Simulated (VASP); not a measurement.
Hf, 2 atoms in the cell. It takes space group Fd-3m (No. 227, cubic). Conventional cell: a = 6.571 Å, b = 6.571 Å, c = 6.571 Å, α = 90.00°, β = 90.00°, γ = 90.00°. Within 3.7 Å of Hf (site symmetry -43m) lie 4 Hf at 2.85 Å. 

- Program: VASP 6.6.1
- Task: single point
- Functional: PBE
- Potentials or basis: VASP PAW PBE potentials, release 64 (Hf_pv)
- Cutoff: 500 eV
- k mesh: 6 × 6 × 6
- Occupations: gaussian, width 0.1 eV
- Spin: no spin polarisation
- Dipole correction: no
- Further INCAR settings: ALGO = Normal; EDIFF = 1e-06; NBANDS = 17

Potentials or basis: VASP PAW PBE potentials, release 64 (Hf_pv).

Command:

```sh
$ cat potpaw_PBE.64/Hf_pv/POTCAR > POTCAR
$ mpirun -np 1 vasp_std > vasp.out
```

Hardware: 1 thread of Intel(R) Xeon(R) 6975P-C (Granite Rapids), on a shared host.

Problem. Estimate the wall time of this run.

Solution. Wall time 20 s on 1 thread of Intel(R) Xeon(R) 6975P-C (Granite Rapids), with other jobs on the host, peak memory 0.19 GiB. Counts: scf iterations 12, k points 16.
